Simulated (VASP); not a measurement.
C:

```xyz
2
Lattice="2.1273 -1.2283 0.0000 2.1273 1.2283 0.0000 -1.3791 0.0000 3.5028" Properties=species:S:1:pos:R:3 pbc="T T T"
C     3.5455    0.0000    0.0003
C    -0.6699    0.0000    3.5025
```

* Program: VASP 6.6.1
* Task: relaxation of cell and atoms
* Functional: PBE
* Potentials or basis: VASP PAW PBE potentials, release 64 (C)
* Cutoff: 600 eV
* k mesh: 14 × 14 × 8
* Occupations: gaussian, width 0.02 eV
* Spin: no spin polarisation

At the start: pressure 3.8 GPa; volume 9.15 Å³/atom.

Q: Where does the relaxation end?

A: Over 70 steps the energy falls by 7.3 meV/atom and the volume is 10.60 Å³/atom (+15.8 %); space group R-3m (No. 166, to 0.05 Å).

Step by step:
```
step  energy change (eV)  largest force (eV/Å)  pressure (GPa)  volume (Å³)
   1              0.0000                0.0054            3.84        18.31
   3             -0.0025                0.0034            0.34        18.50
   5             -0.0059                0.0515            0.30        18.84
   7             -0.0125                0.2979            0.30        20.37
   9             -0.0137                0.0978            0.23        20.51
  11             -0.0139                0.0808            0.19        20.62
  13             -0.0141                0.0763           -0.04        20.71
  15             -0.0143                0.0212           -0.08        20.86
  17             -0.0143                0.0324           -0.02        20.86
  19             -0.0143                0.0369           -0.06        20.86
  21             -0.0143                0.0296            0.05        20.87
  23             -0.0144                0.0196            0.19        20.91
  25             -0.0144                0.0169           -0.01        20.94
  27             -0.0144                0.0141           -0.07        20.97
  29             -0.0144                0.0022            0.09        20.98
  31             -0.0144                0.0074            0.16        20.98
  33             -0.0144                0.0103            0.15        20.98
  35             -0.0144                0.0084            0.13        20.98
  37             -0.0144                0.0083            0.03        20.99
  39             -0.0144                0.0067            0.01        21.00
  41             -0.0144                0.0096           -0.05        21.00
  43             -0.0144                0.0076           -0.01        21.00
  45             -0.0145                0.0092            0.02        21.02
  47             -0.0145                0.0115            0.07        21.04
  49             -0.0145                0.0098            0.07        21.05
  51             -0.0145                0.0078            0.01        21.08
  53             -0.0145                0.0197           -0.14        21.15
  55             -0.0145                0.0274            0.00        21.19
  57             -0.0145                0.0188            0.00        21.18
  59             -0.0145                0.0077            0.05        21.19
  61             -0.0145                0.0039            0.05        21.20
  63             -0.0145                0.0051            0.09        21.20
  65             -0.0145                0.0024            0.07        21.20
  67             -0.0145                0.0101           -0.01        21.21
  69             -0.0145                0.0062            0.01        21.21
  70             -0.0145                0.0049            0.02        21.20
```

Final structure:
```
C
1.0
     2.13665   -1.23349   -0.00591
     2.13665    1.23349   -0.00591
    -1.39491    0.00000    4.02662
C
2
Direct
  0.83335 0.83335 0.00002
  0.16665 0.16665 0.99998
```

Caveat: the volume moved by over 15 % at a fixed basis, so the end points are rough; this functional lacks dispersion, which binds the layers, so the pressure and a relaxed spacing across them are unreliable.
